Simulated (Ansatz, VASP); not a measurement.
# Two plane-wave programs on Ta4O

The input INCAR:

```
SYSTEM = Ta4O
PREC = Accurate
ENCUT = 600
EDIFF = 1E-6
ISMEAR = 0
SIGMA = 0.1
LREAL = .FALSE.
LASPH = .TRUE.
NELM = 120
ALGO = Normal
ISIF = 2
LWAVE = .FALSE.
LCHARG = .FALSE.
GGA = PE
NBANDS = 37
GGA_COMPAT = .FALSE.
```

Contents of KPOINTS:

```
regular mesh
0
G
  1 1 1
  0 0 0
```

The input POSCAR:

```
Ta4O
1.0
    3.2320470291     -0.0152481768      0.0288595295
   -0.0152481768      3.2607564900     -0.0239794059
    0.0656424534     -0.0545423666      7.3830922482
Ta O
4 1
Direct
    0.0557881040      0.0175980815      0.4959207976
    0.5099888585      0.4844793375      0.7830196518
    0.4958958890      0.5104955771      0.2247411169
    0.0271957279      0.0119959521     -0.0099535760
    0.4860972249      0.4512680640      0.5148622201
```

Input for Ansatz:

```yaml
crystal:
  lattice:
    - [3.2320470291, -0.0152481768, 0.0288595295]
    - [-0.0152481768, 3.26075649, -0.0239794059]
    - [0.0656424534, -0.0545423666, 7.3830922482]
  atoms:
    - { symbol: Ta, position: [0.055788104, 0.0175980815, 0.4959207976] }
    - { symbol: Ta, position: [0.5099888585, 0.4844793375, 0.7830196518] }
    - { symbol: Ta, position: [0.495895889, 0.5104955771, 0.2247411169] }
    - { symbol: Ta, position: [0.0271957279, 0.0119959521, -0.009953576] }
    - { symbol: O, position: [0.4860972249, 0.451268064, 0.5148622201] }
basis:
  ecutwfc: 420
kpoints:
  mp_grid: { grid: [1, 1, 1] }
hamiltonian:
  xc: pbe
scf:
  occupations: { method: gaussian, width: 0.1 }
output:
  forces: true
  stress: true
  eigenvalues: true
```

Change from the starting cell: kmesh displaced: [1, 1, 1] Gamma-centred.

Alike in both runs: task single point; functional PBE; k mesh 1 × 1 × 1; occupations gaussian, width 0.1 eV; no spin polarisation.

|  | VASP | Ansatz |
| --- | --- | --- |
| version | VASP 6.6.1 | Ansatz 0.2.0 |
| potentials or method | VASP PAW PBE potentials, release 64 (Ta_sv_GW, O), cutoff 600 eV | scalar-relativistic, plane waves, PAW |
| valence electrons in the cell | 58 | 58 |

Ansatz gave:

| Property | Result |
| --- | --- |
| gap on the k mesh at the Fermi level (eV) | 0.04 |
| least direct gap on the mesh (eV) | 0.04 |
| pressure (GPa) | 8.0 |
| traceless stress, the component that is largest in VASP (GPa) | 9.92 |
| rms of the force components (eV/Å) | 2.123 |

Task: Estimate VASP's values.

Result: gap on the k mesh at the Fermi level (eV): 0.04; least direct gap on the mesh (eV): 0.04; pressure (GPa): 7.6; traceless stress, the component that is largest in VASP (GPa): 9.90; rms of the force components (eV/Å): 2.119.

Atom by atom the forces differ by 0.017 eV/Å (rms over components). The functional is the same, so the differences come from potentials, cutoffs and numerics.

The k mesh is coarse, so the values compare programs but aren't converged. Neither program's run includes spin-orbit coupling.
